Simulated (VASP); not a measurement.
# Ta2Si (I4/mcm) in VASP: further runs

Runs on Ta2Si. Level: PBEsol. Tasks: single point.

Everything below comes from runs of VASP 6.6.1. Logs are shortened: lines on timing, memory, paths and dates and some standing lists are left out, and cuts for length are marked.

## 1. The cell of the first run

The structure is tetragonal, space group I4/mcm (No. 140). Conventional cell: a = 6.137 Å, b = 6.137 Å, c = 4.637 Å, α = 90.00°, β = 90.00°, γ = 90.00°. Ta (site symmetry m2m) has 4 Si at 2.57 Å and 11 Ta at 2.77 to 3.25 Å within 3.4 Å. Si (site symmetry 422) has 2 Si at 2.32 Å and 8 Ta at 2.57 Å within 3.1 Å.

## 2. Single point, PBEsol (strain +0.000 along x and y, -0.080 along z)

The input, INCAR:

```
  PREC = Accurate
  ENCUT = 520
  EDIFF = 1E-6
  ISMEAR = 0
  SIGMA = 0.15
  LREAL = F
  LASPH = T
  NELM = 80
  ALGO = Fast
  ISIF = 2
  LWAVE = F
  LCHARG = F
  GGA = PS
  NBANDS = 35
```

The input, KPOINTS:

```
Automatic mesh
0
Gamma
  12 12 12
```

The input, POSCAR:

```
Ta2Si
1.0
   -3.0683767195      3.0683767195      2.3183074125
    3.0683767195     -3.0683767195      2.3183074125
    3.0683767195      3.0683767195     -2.3183074125
Ta Si
4 2
Direct
    0.6630661939      0.8369338061      0.5000000000
    0.8369338061      0.3369338061      0.1738676123
    0.3369338061      0.1630661939      0.5000000000
    0.1630661939      0.6630661939      0.8261323878
    0.2500000000      0.2500000000      0.0000000000
    0.7500000000      0.7500000000      0.0000000000
```

Potentials or basis: VASP PAW PBE potentials, release 64 (Ta_pv, Si).

The run is started by

```bash
$ cat potpaw_PBE.64/Ta_pv/POTCAR potpaw_PBE.64/Si/POTCAR > POTCAR
$ mpirun -np 1 vasp_std > vasp.out
```

OUTCAR:

```text
PREC = Accurate
   ENCUT = 520
   EDIFF = 1E-6
   ISMEAR = 0
   LREAL = F
   LASPH = T
   NELM = 80
   ISIF = 2
   GGA = PS

 ion  position               nearest neighbor table
   1  0.663  0.837  0.500-   5 2.57   6 2.57   6 2.57   5 2.57   3 2.77   3 2.77   3 2.83   2 3.06
                             2 3.06   4 3.06   4 3.06   2 3.25   4 3.25   4 3.25   2 3.25
   2  0.837  0.337  0.174-   6 2.57   5 2.57   5 2.57   6 2.57   4 2.77   4 2.77   4 2.83   1 3.06
                             3 3.06   3 3.06   1 3.06   1 3.25   3 3.25   3 3.25   1 3.25
   3  0.337  0.163  0.500-   6 2.57   5 2.57   5 2.57   6 2.57   1 2.77   1 2.77   1 2.83   2 3.06
                             2 3.06   4 3.06   4 3.06   2 3.25   4 3.25   4 3.25   2 3.25
   4  0.163  0.663  0.826-   6 2.57   5 2.57   5 2.57   6 2.57   2 2.77   2 2.77   2 2.83   3 3.06
                             1 3.06   1 3.06   3 3.06   3 3.25   1 3.25   1 3.25   3 3.25
   5  0.250  0.250  0.000-   6 2.32   6 2.32   1 2.57   3 2.57   1 2.57   3 2.57   4 2.57   4 2.57
                             2 2.57   2 2.57
   6  0.750  0.750  0.000-   5 2.32   5 2.32   3 2.57   1 2.57   3 2.57   1 2.57   4 2.57   4 2.57
                             2 2.57   2 2.57

  LATTYP: Found a body centered tetragonal cell.
 ALAT       =     6.1367534390
 C/A-ratio  =     0.7555484950

  Lattice vectors:

 A1 = (  -3.0683767195,   3.0683767195,   2.3183074125)
 A2 = (   3.0683767195,  -3.0683767195,   2.3183074125)
 A3 = (   3.0683767195,   3.0683767195,  -2.3183074125)

Analysis of symmetry for initial positions (statically):
=====================================================================
 Subroutine PRICEL returns:
 Original cell was already a primitive cell.

 Routine SETGRP: Setting up the symmetry group for a
 body centered tetragonal supercell.

 Subroutine GETGRP returns: Found 16 space group operations
 (whereof  8 operations were pure point group operations)
 out of a pool of 16 trial point group operations.

The static configuration has the point symmetry C_4h.
 The point group associated with its full space group is D_4h.

Analysis of symmetry for dynamics (positions and initial velocities):
=====================================================================
 Subroutine PRICEL returns:
 Original cell was already a primitive cell.

 Routine SETGRP: Setting up the symmetry group for a
 body centered tetragonal supercell.

 Subroutine GETGRP returns: Found 16 space group operations
 (whereof  8 operations were pure point group operations)
 out of a pool of 16 trial point group operations.

The dynamic configuration has the point symmetry C_4h.
 The point group associated with its full space group is D_4h.

 Subroutine INISYM returns: Found 16 space group operations
 (whereof  8 operations are pure point group operations),
[... 108 lines left out ...]
   IBRION =     -1    ionic relax: 0-MD 1-quasi-New 2-CG
   NFREE  =      0    steps in history (QN), initial steepest desc. (CG)
   ISIF   =      2    stress and relaxation
   ISYM   =      2    0-nonsym 1-usesym 2-fastsym
   POTIM  = 0.5000    time-step for ionic-motion
   TEBEG  =    0.0;   TEEND  =   0.0 temperature during run
   PSTRESS=    0.0 pullay stress
   NELECT =      52.0000    total number of electrons
   NUPDOWN=      -1.0000    fix difference up-down
   EMIN   =  10.00;   EMAX   =-10.00  energy-range for DOS
   EFERMI =   0.00;   METHOD = LEGACY
   ISMEAR =     0;   SIGMA  =   0.15  broadening in eV -4-tet -1-fermi 0-gaus
   EFERMI_NEDOS =   21; number of points for ismear=-14 and -15
   IALGO  =     68    algorithm
   IMIX   =      4    mixing-type and parameters
     AMIX     =   0.40;   BMIX     =  1.00
     AMIX_MAG =   1.60;   BMIX_MAG =  1.00
  volume/ion in A,a.u.               =      14.55        98.20
  Fermi-wavevector in a.u.,A,eV,Ry     =   1.377399  2.602907 25.813361  1.897229
  Thomas-Fermi vector in A             =   2.502556
   LORBIT       =      0    0 simple, 1 ext, 2 COOP (PROOUT), +10 PAW based schemes
   GGA     = PS    functional components
   LHFCALC =     F    Hartree Fock is set to
   AEXX    =    0.0000 exact exchange contribution
   IVDW    =     0    specifies the selected vdW correction
   LEPSILON=     F    determine dielectric tensor
   LRPA    =     F    only Hartree local field effects (RPA)
 non-spin polarized calculation
 RMM-DIIS sequential band-by-band and
 Gauss-broadening in eV      SIGMA  =   0.15
  energy-cutoff  :      520.00
  volume of cell :       87.31
 maximum number of plane-waves:      2378
 NGX is ok and might be reduce to    40
   NGX = 19   NGY = 19   NGZ = 19

 number of electron      51.9999997 magnetization

 Free energy of the ion-electron system (eV)
  ---------------------------------------------------
  ext. energy  EPLUGINS =         0.00000000
  ---------------------------------------------------
  free energy    TOTEN  =       -64.44267027 eV

  energy without entropy =      -64.40793919  energy(sigma->0) =      -64.42530473

 E-fermi :   8.3973     XC(G=0): -13.0120

 val. band max:        8.3971536054   @ k =   0.5000   0.5000   0.2500
 cond. band min:       8.4053704784   @ k =  -0.3333   0.2500   0.0000
 fundamental gap:      0.0082168730
 Fermi energy:         8.3973393452

 k-point     1 :       0.0000    0.0000    0.0000
  band No.  band energies     occupation
      1     -25.9743      2.00000
      2     -25.9743      2.00000
      3     -25.9437      2.00000
      4     -25.9360      2.00000
      5     -25.9276      2.00000
      6     -25.9276      2.00000
[... 901 lines left out ...]
     34      12.7526      0.00000
     35      13.0525      0.00000

 [... further k-points ...]
[... 5 lines left out ...]
  --------------------------------------------------------------------------------------
  -------------------------------------------------------------------------------------
  Total        8.3266618      8.3266618     22.4825818      0.0000000      0.0000000      0.0000000
  in kB      152.8034405    152.8034405    412.5802085      0.0000000      0.0000000      0.0000000
  external PRESSURE =     239.3956965 kB  Pullay stress =       0.0000000 kB

 VOLUME and BASIS-vectors are now :
 -----------------------------------------------------------------------------
  energy-cutoff  :      520.00
  volume of cell :       87.31
      direct lattice vectors                 reciprocal lattice vectors
    -3.068376719  3.068376719  2.318307412     0.000000000  0.162952612  0.215674590
     3.068376719 -3.068376719  2.318307412     0.162952612  0.000000000  0.215674590
     3.068376719  3.068376719 -2.318307412     0.162952612  0.162952612  0.000000000

 POSITION                                       TOTAL-FORCE (eV/Angst)
 -----------------------------------------------------------------------------------
      2.06768      1.00070      2.31831         0.269286     -0.269286      0.000000
     -1.00070      2.06768      2.31831         0.269286      0.269286     -0.000000
      1.00070      2.06768      0.00000        -0.269286      0.269286      0.000000
      4.06907      1.00070      0.00000        -0.269286     -0.269286      0.000000
      0.00000      0.00000      1.15915         0.000000      0.000000      0.000000
      0.00000      0.00000      3.47746         0.000000     -0.000000      0.000000
 -----------------------------------------------------------------------------------
    total drift:                               -0.000000     -0.000000      0.000000

  FREE ENERGIE OF THE ION-ELECTRON SYSTEM (eV)
  ---------------------------------------------------
  free  energy   TOTEN  =       -64.4426702652 eV

  energy  without entropy=      -64.4079391907  energy(sigma->0) =      -64.42530473
```

stdout:

```text
POSCAR found type information on POSCAR TaSi
 POSCAR found :  2 types and       6 ions
 scaLAPACK will be used
 -----------------------------------------------------------------------------
|                                                                             |
|                                                                             |
|     You enforced a specific xc type in the INCAR file but a different       |
|     I HOPE YOU KNOW WHAT YOU ARE DOING!                                     |
|                                                                             |
 -----------------------------------------------------------------------------

 LDA part: xc-table for (Slater+PW92), standard interpolation
 POSCAR, INCAR and KPOINTS ok, starting setup
 FFT: planning ... GRIDC
 FFT: planning ... GRID_SOFT
 FFT: planning ... GRID
 WAVECAR not read
 entering main loop
```

Wall time 20 min (1 thread of Oxide Virtual Turin-like, shared host); peak memory 0.49 GiB.

Results:

- Free energy: -64.4427 eV
- Pressure: 23.9 GPa
- Largest force: 0.381 eV/Å
- Band gap on the k mesh: zero (band 26 reaches 9.33 eV, above the bottom of band 27 at 7.77 eV)

Forces on the atoms (eV/Å):
```
Ta   0.269 -0.269  0.000
Ta   0.269  0.269  0.000
Ta  -0.269  0.269  0.000
Ta  -0.269 -0.269  0.000
Si   0.000  0.000  0.000
Si   0.000  0.000  0.000
```

Stress tensor (GPa, compression positive):
```
15.28  0.00  0.00
 0.00 15.28  0.00
 0.00  0.00 41.26
```

Levels at points of the mesh, in eV from the Fermi level:
```tsv
k point	band 22	band 23	band 24	band 25	band 26	band 27	band 28	band 29	band 30	band 31
(0.00, 0.00, 0.00)	-2.28	-2.12	-2.12	-0.01	0.94	0.94	1.08	1.25	1.43	1.43
(0.50, 0.00, 0.00)	-2.21	-2.06	-2.06	-1.04	-1.04	0.81	0.81	2.01	2.01	2.78
(0.50, 0.50, 0.00)	-2.50	-1.89	-1.25	-0.38	0.02	0.27	0.50	1.81	2.17	3.39
(0.50, 0.50, 0.50)	-1.83	-1.47	-1.47	-1.45	-0.82	-0.62	-0.05	0.71	0.71	3.71
```

Caveat: the cell differs from its parent crystal (strain +0.000 along x and y, -0.080 along z); the PAW data sets were made with another functional, which shifts forces and pressure a little; spin-orbit coupling is left out, which moves the levels of the heavy elements.

(Part 1 of 2 ends here.)
